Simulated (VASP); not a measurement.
Wanted: the native input for a VASP 6.6.1 run.

| Quantity | Value |
| --- | --- |
| Task | single point |
| Functional | PBEsol |
| Potentials or basis | VASP PAW PBE potentials, release 64 (Co, O) |
| Cutoff | 520 eV |
| k mesh | 12 × 12 × 12 |
| Occupations | fermi-dirac, width 0.05 eV |
| Spin | collinear spin, ferromagnetic start |
| Starting moments | [2.0, 0.0] μB |
| Dipole correction | no |
| Further INCAR settings | ALGO = Normal; EDIFF = 1e-07; NBANDS = 18 |

The structure of CoO lies in POSCAR:

```
CoO
1.0
   -1.5080000000      1.5080000000      2.1072475377
    1.5080000000     -1.5080000000      2.1072475377
    1.5080000000      1.5080000000     -2.1072475377
Co O
1 1
Direct
    0.0000000000      0.0000000000      0.0000000000
    0.5000000000      0.5000000000      0.0000000000
```

These files were run (other wordings do the same):

INCAR

```
SYSTEM = CoO
PREC = Accurate
ENCUT = 520
EDIFF = 1E-7
ISMEAR = -1
SIGMA = 0.05
LREAL = .FALSE.
LASPH = .TRUE.
NELM = 150
ALGO = Normal
ISIF = 2
LWAVE = .FALSE.
LCHARG = .FALSE.
ISPIN = 2
MAGMOM = 2 0
LORBIT = 11
LMAXMIX = 4
GGA = PS
NBANDS = 18
```

KPOINTS

```
regular mesh
0
G
  12 12 12
  0 0 0
```

Potentials or basis: VASP PAW PBE potentials, release 64 (Co, O).

Launch:

```bash
$ cat potpaw_PBE.64/Co/POTCAR potpaw_PBE.64/O/POTCAR > POTCAR
$ mpirun -np 1 vasp_std > vasp.out
```

Results of the run:

- Pressure: -9.6 GPa
- Net moment: 2.92 μB per cell
- Site moments: Co +2.56; O +0.31 μB
- Valence electrons inside the program's atomic spheres: Co 7.82; O 4.95

Caveat: the cell stands under tension; the PAW data sets were made with another functional, which shifts forces and pressure a little; a cell with one magnetic atom can't hold antiferromagnetic order, which such compounds often take.

It took 3.2 min on 1 thread of Intel Xeon 8259CL, on a shared host, peak memory 0.22 GiB.
